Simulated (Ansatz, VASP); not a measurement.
## ZnSe: VASP beside Ansatz

The input INCAR:

```
PREC = Accurate
ENCUT = 520
EDIFF = 1E-7
ISMEAR = 0
SIGMA = 0.01
LREAL = False
LASPH = True
NELM = 100
ALGO = Normal
ISIF = 2
LWAVE = False
LCHARG = False
NBANDS = 16
```

File KPOINTS:

```
regular mesh
0
Gamma
  8 8 8
```

The input POSCAR:

```
ZnSe
1.0
    2.7094175112      2.7094175112      0.0000000000
   -2.7094175112      2.7094175112      0.0000000000
    0.0000000000      2.7094175112      2.7094175112
Zn Se
1 1
Direct
    0.0000000000      0.0000000000      0.0000000000
    0.7500000000      0.2500000000      0.5000000000
```

Input for Ansatz:

```yaml
crystal:
  lattice:
    - [2.70941751118, 2.70941751118, 0.0]
    - [-2.70941751118, 2.70941751118, 0.0]
    - [0.0, 2.70941751118, 2.70941751118]
  atoms:
    - { symbol: Zn, position: [0.0, 0.0, 0.0] }
    - { symbol: Se, position: [0.75, 0.25, 0.5] }
kpoints:
  mp_grid: { grid: [8, 8, 8] }
scf:
  occupations: { method: fixed }
  convergence: { dr2_threshold: 1.0e-10 }
hamiltonian:
  xc: lda
  pseudopotentials: { kind: all_electron, lapw: { basis_error: 0.0005 } }
output:
  forces: true
  stress: true
  eigenstates:
    kpoints:
      - [0.0, 0.0, 0.0]
      - [-0.5, -0.5, -0.5]
      - [-0.5, 0.5, 0.0]
      - [0.0, 0.0, -0.5]
      - [0.0, -0.5, -0.5]
      - [0.0, 0.5, 0.0]
      - [-0.5, 0.0, 0.0]
      - [-0.5, 0.0, -0.5]
  eigenvalues: true
```

Alike in both runs: task single point; functional LDA; k mesh 8 × 8 × 8; no spin polarisation.

```csv
,VASP,Ansatz
version,VASP 6.6.1,Ansatz 0.2.0
potentials or method,"VASP PAW LDA potentials, release 64 (Zn, Se), cutoff 520 eV","all-electron LAPW, scalar-relativistic"
occupations,"gaussian, width 0.01 eV",fixed
```

```csv
,VASP,Ansatz,Ansatz less VASP
gap on the k mesh at the Fermi level (eV),1.64,1.60,-0.045
pressure (GPa),7.5,7.0,-0.49
```

LDA's correlation is that of Perdew and Zunger in VASP and of Perdew and Wang (1992) in Ansatz. Ansatz ran all-electron here, and VASP with PAW potentials.
